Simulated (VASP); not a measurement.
Input of a VASP 6.6.1 run:

INCAR

```
  PREC = Accurate
  ENCUT = 520
  EDIFF = 1E-6
  ISMEAR = 0
  SIGMA = 0.15
  LREAL = False
  LASPH = True
  NELM = 100
  ALGO = Normal
  ISIF = 2
  LWAVE = False
  LCHARG = False
  GGA = PE
  NBANDS = 24
```

File KPOINTS:

```
Automatic mesh
0
Gamma
  20 20 20
```

The input POSCAR:

```
TaAs
1.0
   -1.5929326983      1.5929326983      5.6326021896
    1.5929326983     -1.5929326983      5.6326021896
    1.5929326983      1.5929326983     -5.6326021896
Ta As
2 2
Direct
    0.5001741996      0.0001741996      0.5000000000
    0.7501741996      0.7501741996      0.0000000000
    0.0824252204      0.5824252204      0.5000000000
    0.3324252204      0.3324252204      0.0000000000
```

Potentials or basis: VASP PAW PBE potentials, release 64 (Ta_pv, As).

Launch:

```sh
$ cat potpaw_PBE.64/Ta_pv/POTCAR potpaw_PBE.64/As/POTCAR > POTCAR
$ mpirun -np 1 vasp_std > vasp.out
```

Task: What does it give for the pressure?

Result: 60.8 GPa.

Task: Predict the band gap on the k mesh.

Result: Zero (bands 16 and 17 overlap by 0.29 eV).

Task: Predict the largest force.

Result: 0.558 eV/Å.

Stress tensor (GPa, compression positive):
```
67.95  0.00  0.00
 0.00 67.95  0.00
 0.00  0.00 46.50
```

Caveat: the cell differs from its parent crystal (strain -0.080 along x and y, -0.040 along z); the stress differs along the axes, from 47 to 68 GPa; spin-orbit coupling is left out, which moves the levels of the heavy elements.
